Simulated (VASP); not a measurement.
Write the native input for VASP 6.6.1 that does the following.

* Task: single point
* Functional: r2SCAN
* Potentials or basis: VASP PAW PBE potentials, release 64 (P)
* Cutoff: 520 eV
* k mesh: 12 × 12 × 12
* Occupations: gaussian, width 0.05 eV
* Spin: no spin polarisation
* Dipole correction: no
* Further INCAR settings: ALGO = Normal; EDIFF = 1e-07; NBANDS = 12

Crystal: P.

```
P
1.0
    -1.72573    2.98904    0.00000
    -3.45145    0.00000    0.00000
    -1.72573    0.99635    3.12968
P
2
Cartesian
  -5.1772 2.9890 2.1321
  -1.7257 0.9963 0.9976
```

The input as run:

POSCAR

```
P
1.0
   -1.7257251780      2.9890436882      0.0000000000
   -3.4514503560      0.0000000000      0.0000000000
   -1.7257251780      0.9963478961      3.1296800121
P
2
Direct
    0.7729197500      0.7729197500      0.6812407500
    0.2270802500      0.2270802500      0.3187592500
```

INCAR.step1

```
ALGO = Normal
EDIFF = 1E-4
ENCUT = 520
GGA = PE
ISMEAR = 0
LASPH = T
LCHARG = F
LREAL = F
LWAVE = T
NBANDS = 12
NELM = 60
PREC = Accurate
SIGMA = 0.05
```

INCAR.step2

```
ALGO = Normal
EDIFF = 1E-7
ENCUT = 520
ISIF = 2
ISMEAR = 0
ISTART = 1
LASPH = T
LCHARG = T
LELF = T
LMIXTAU = T
LREAL = F
LVHAR = T
LWAVE = F
METAGGA = R2SCAN
NBANDS = 12
NELM = 60
PREC = Accurate
SIGMA = 0.05
```

KPOINTS

```
k-points
0
Gamma
  12 12 12
```

Potentials or basis: VASP PAW PBE potentials, release 64 (P).

Run with:

```sh
$ cat potpaw_PBE.64/P/POTCAR > POTCAR
$ cp INCAR.step1 INCAR
$ mpirun -np 1 vasp_std > vasp.out
$ cp INCAR.step2 INCAR
$ mpirun -np 1 vasp_std > vasp.out
```

Results of the run:

| Item | Value |
| --- | --- |
| Pressure | 0.1 GPa |
| Largest force | 0.021 eV/Å |
| Band gap on the k mesh | zero (bands 5 and 6 overlap by 0.68 eV) |

Caveat: the PAW data sets were made with another functional, which shifts forces and pressure a little.

Wall time 2.3 min on 1 thread of Intel(R) Xeon(R) 6975P-C (Granite Rapids), with other jobs on the host, peak memory 0.19 GiB.
